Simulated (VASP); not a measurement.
Runs of VASP 6.6.1 on CdSe. The structure is that of space group F-43m (No. 216), or close to it. The cells are those of the table. 

| task | spin | cell | cutoff (eV) | k mesh for the DOS | occupations for the DOS | gap on the mesh (eV) | pressure (GPa) | moment (μB) |
| --- | --- | --- | --- | --- | --- | --- | --- | --- |
| single point | off | a = 4.523 Å, angles 60.0°, 2 atoms | 520 | - | - | (a) | -3.3 | - |
| single point | non-collinear, zero start, SOC | a = 4.382 Å, angles 60.0°, 2 atoms | 520 | - | - | - | 0.2 | 0.00 |
| single point | off | a = 4.382 Å, angles 60.0°, 2 atoms | 520 | - | - | 0.49 | 0.2 | - |
| relaxation of cell and atoms | off | relaxed from a = 4.342 Å, angles 60.0°, 2 atoms | 600 | - | - | (b) | 0.0 | - |
| single point | off | a = 4.342 Å, angles 60.0°, 2 atoms | 520 | - | - | 0.55 | 1.6 | - |
| density of states | non-collinear, zero start, SOC | a = 4.382 Å, angles 60.0°, 2 atoms | 400 | 15 × 15 × 15 | tetrahedron | - | - | 0.00 |
| single point | off | a = 4.199 Å, angles 60.0°, 2 atoms | 520 | - | - | 0.76 | 8.1 | - |
| single point | off | a = 4.468 Å, angles 60.0°, 2 atoms | 520 | - | - | 0.37 | -2.1 | - |

Alike in all rows: level PBE; potentials or basis VASP PAW PBE potentials, release 64 (Cd, Se); k mesh 10 × 10 × 10; smearing gaussian 0.02 eV.

Task: Estimate the missing entries.

Result: (a) 0.30; (b) 0.48.

A k mesh can miss the band edges, and rows without SOC leave out spin-orbit coupling on Cd, Se.
